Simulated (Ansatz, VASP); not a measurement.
## Two plane-wave programs on ZnS

Contents of POSCAR:

```
ZnS
1.0
    3.8109987816      0.0000000000      0.0000000000
   -1.9054993908      3.3004217586      0.0000000000
    0.0000000000      0.0000000000      6.2340000000
Zn S
2 2
Direct
    0.3333333333      0.6666666667     -0.0721847931
    0.6666666667      0.3333333333      0.5000000000
    0.3333333333      0.6666666667      0.3850000000
    0.6666666667      0.3333333333      0.8850000000
```

Contents of INCAR.step1:

```
SYSTEM = ZnS
PREC     = Accurate       ! precision mode
ENCUT    = 520            ! plane-wave cutoff, eV
ISMEAR   = 0              ! smearing method
SIGMA    = 0.05           ! smearing width, eV
LREAL    = .False.        ! projectors in reciprocal space
LASPH    = .True.         ! aspherical terms in the spheres
NELM     = 80             ! most SCF steps
NBANDS   = 26             ! bands
GGA      = PE             ! functional
ALGO     = Normal         ! electronic algorithm
EDIFF    = 1E-4           ! SCF threshold, eV
LWAVE    = .True.         ! write WAVECAR
LCHARG   = .False.        ! write CHGCAR
```

The input INCAR.step2:

```
SYSTEM = ZnS
PREC     = Accurate       ! precision mode
ENCUT    = 520            ! plane-wave cutoff, eV
EDIFF    = 1E-6           ! SCF threshold, eV
ISMEAR   = 0              ! smearing method
SIGMA    = 0.05           ! smearing width, eV
LREAL    = .False.        ! projectors in reciprocal space
LASPH    = .True.         ! aspherical terms in the spheres
NELM     = 80             ! most SCF steps
ALGO     = Normal         ! electronic algorithm
ISIF     = 2              ! what is computed and relaxed
LWAVE    = .False.        ! write WAVECAR
LCHARG   = .True.         ! write CHGCAR
METAGGA  = R2SCAN         ! meta-GGA
LMIXTAU  = .True.       
LELF     = .True.         ! ELF
LVHAR    = .True.       
NBANDS   = 26             ! bands
ISTART   = 1
```

KPOINTS

```
regular mesh
0
Gamma
  6 6 4
  0 0 0
```

Input for Ansatz:

```yaml
crystal:
  lattice:
    - [3.8109987816, 0.0, 0.0]
    - [-1.9054993908, 3.3004217586, 0.0]
    - [0.0, 0.0, 6.234]
  atoms:
    - { symbol: Zn, position: [0.3333333333, 0.6666666667, -0.0721847931] }
    - { symbol: Zn, position: [0.6666666667, 0.3333333333, 0.5] }
    - { symbol: S, position: [0.3333333333, 0.6666666667, 0.385] }
    - { symbol: S, position: [0.6666666667, 0.3333333333, 0.885] }
basis:
  ecutwfc: 500
kpoints:
  mp_grid: { grid: [6, 6, 4] }
hamiltonian:
  xc: r2scan
scf:
  occupations: { method: gaussian, width: 0.05 }
output:
  forces: true
  stress: true
  eigenvalues: true
```

Alike in both runs: task single point; functional r2SCAN; k mesh 6 × 6 × 4; occupations gaussian, width 0.05 eV; no spin polarisation.

|  | VASP | Ansatz |
| --- | --- | --- |
| version | VASP 6.6.1 | Ansatz 0.2.0 |
| potentials or method | VASP PAW PBE potentials, release 64 (Zn, S), cutoff 520 eV | scalar-relativistic, plane waves, PAW |
| valence electrons in the cell | 36 | 36 |

|  | VASP | Ansatz | Ansatz less VASP |
| --- | --- | --- | --- |
| gap on the k mesh at the Fermi level (eV) | 2.30 | 2.30 | -0.002 |
| least direct gap on the mesh (eV) | 2.30 | 2.30 | -0.002 |
| pressure (GPa) | 2.5 | 2.5 | -0.07 |
| traceless stress, the component that is largest in VASP (GPa) | -3.38 | -3.34 | +0.040 |
| rms of the force components (eV/Å) | 0.392 | 0.390 | -0.0020 |

VASP's potentials were made for PBE, not for r2SCAN. Atom by atom the forces differ by 0.002 eV/Å (rms over components).
